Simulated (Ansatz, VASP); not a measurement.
# Two plane-wave programs on P

```
P
1.0
     2.91431    0.00000    0.00000
     0.00000   30.93562    0.00000
     0.00000    0.00000    4.63208
P
4
Direct
  0.00000 0.97026 0.59215
  0.00000 0.02974 0.40785
  0.50000 0.02974 0.09215
  0.50000 0.97026 0.90785
```

Change from the starting cell: strain -0.1125 x Voigt [1, 1, 0, 0, 0, 0], atoms carried along.

Alike in both runs: task single point; functional PBE; k mesh 8 × 1 × 6; occupations gaussian, width 0.05 eV; no spin polarisation.

|  | VASP | Ansatz |
| --- | --- | --- |
| version | VASP 6.6.1 | Ansatz 0.2.0 |
| potentials or method | VASP PAW PBE potentials, release 64 (P), cutoff 520 eV | scalar-relativistic, plane waves, PAW |
| valence electrons in the cell | 20 | 20 |

|  | VASP | Ansatz | Ansatz less VASP |
| --- | --- | --- | --- |
| gap on the k mesh at the Fermi level (eV) | 0.85 | 0.81 | -0.037 |
| least direct gap on the mesh (eV) | 0.94 | 0.90 | -0.039 |
| rms of the force components (eV/Å) | 1.853 | 1.904 | +0.0511 |

Atom by atom the forces differ by 0.054 eV/Å (rms over components).
